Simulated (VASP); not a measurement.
Crystal: HPbNO4.

```
H Pb N O
1.0
     4.27531   -0.00040    0.00636
    -2.08399    5.20775   -0.04907
    -2.12377   -1.86574    4.91491
H Pb N O
1 1 1 4
Cartesian
  2.2338 -1.5247 4.4769
  0.1373 4.0030 0.6652
  -2.0197 1.5311 2.4473
  2.2736 4.7756 0.1022
  -1.9905 2.6889 2.9560
  2.2225 1.4102 1.1945
  -2.0163 0.5081 3.1892
```

Base run:

| Quantity | Value |
| --- | --- |
| Program | VASP 6.6.1 |
| Functional | PBE |
| Potentials or basis | VASP PAW PBE potentials, release 64 (H, Pb_d, N, O) |
| Cutoff | 520 eV |
| k mesh | 7 × 5 × 5 |
| Occupations | fermi-dirac, width 0.05 eV |
| Spin | no spin polarisation |

Its results: band gap on the k mesh 2.88 eV (least direct gap 3.10 eV); pressure 0.6 GPa; largest force 0.387 eV/Å.

**Question.** After a change of settings the same cell gave: band gap on the k mesh 2.93 eV (least direct gap 3.14 eV); pressure 0.6 GPa; largest force 0.387 eV/Å. Which change was it?
A. functional from PBE to RPBE; k mesh from 7 × 5 × 5 to 8 × 6 × 6
B. functional from PBE to revPBE; k mesh from 7 × 5 × 5 to 8 × 6 × 6
C. functional from PBE to BLYP; k mesh from 7 × 5 × 5 to 8 × 6 × 6
D. k mesh from 7 × 5 × 5 to 5 × 4 × 4

**Answer.** D.

Caveats: spin-orbit coupling is left out, which moves the levels of the heavy elements.
